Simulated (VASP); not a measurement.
A run of VASP 6.6.1:

The input INCAR:

```
SYSTEM = Al3O
ALGO = Normal
DIPOL = 0.5 0.5 0.351
EDIFF = 1E-7
EDIFFG = -0.025
ENCUT = 520
GGA = PS
IBRION = 2
IDIPOL = 3
ISIF = 2
ISMEAR = 0
LASPH = .TRUE.
LCHARG = .FALSE.
LDIPOL = .TRUE.
LREAL = .FALSE.
LWAVE = .FALSE.
NELM = 100
NSW = 36
PREC = Accurate
SIGMA = 0.1
```

KPOINTS

```
k-points
0
G
  9 9 1
  0 0 0
```

Contents of POSCAR:

```
Al3O
1.0
    2.8394270062      0.0000000000      0.0000000000
    0.0000000000      2.8394270062      0.0000000000
    0.0000000000      0.0000000000     19.6413451717
Al O
3 1
Selective dynamics
Direct
    0.5000000000      0.5000000000      0.2036520394  F F F
    0.0000000000      0.0000000000      0.3090064802  F F F
    0.5000000000      0.5000000000      0.4145003868  F F F
    0.6666666667      0.8333333333      0.4773174237  F F T
```

Potentials or basis: VASP PAW PBE potentials, release 64 (Al, O).

The run is started by

```console
$ cat potpaw_PBE.64/Al/POTCAR potpaw_PBE.64/O/POTCAR > POTCAR
$ mpirun -np 1 vasp_std > vasp.out
```

Hardware: 1 thread of Intel(R) Xeon(R) Platinum 8375C CPU @ 2.90GHz (Ice Lake), with other jobs on the host.

Estimate the wall time of this run.

It took 3.1 min on 1 thread of Intel(R) Xeon(R) Platinum 8375C CPU @ 2.90GHz (Ice Lake) (shared host), peak memory 0.31 GiB. Counts: scf iterations 47, k points 41, ion steps 2.
